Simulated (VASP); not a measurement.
A run of VASP 6.6.1 is set up as follows.

The input INCAR:

```
AGGAC = 1.0
AGGAX = 1.0
ALDAC = 0.0
ALDAX = 1.0
ALGO = Normal
EDIFF = 1E-7
EDIFFG = -0.01
ENCUT = 500
GGA = B5
GGA_COMPAT = False
IBRION = 2
ISIF = 3
ISMEAR = -1
LASPH = True
LCHARG = False
LREAL = False
LWAVE = False
NELM = 120
NELMIN = 4
NSW = 60
PREC = Accurate
SIGMA = 0.05
```

File KPOINTS:

```
k-points
0
Gamma
  12 12 12
```

POSCAR

```
Ir
1.0
    0.0000000000      1.9156000000      1.9156000000
    1.9156000000      0.0000000000      1.9156000000
    1.9156000000      1.9156000000      0.0000000000
Ir
1
Direct
    0.0000000000      0.0000000000      0.0000000000
```

Potentials or basis: VASP PAW PBE potentials, release 64 (Ir_sv_GW).

Run with:

```sh
$ cat potpaw_PBE.64/Ir_sv_GW/POTCAR > POTCAR
$ mpirun -np 1 vasp_std > vasp.out
```

Estimate the relaxed volume.

15.14 Å³/atom.

What does it give for the space group after relaxing (to 0.05 Å)?

Fm-3m (No. 225).

The path:
```
step  energy change (eV)  largest force (eV/Å)  pressure (GPa)  volume (Å³)
   1              0.0000                0.0000           27.51        14.06
   2              0.6060                0.0000          -37.68        19.56
   3             -0.0851                0.0000           -2.77        15.29
   4             -0.0863                0.0000           -0.34        15.16
   5             -0.0863                0.0000            0.10        15.14
```

Caveat: the PAW data sets were made with another functional, which shifts forces and pressure a little. Zero-point motion and thermal expansion aren't in these numbers.
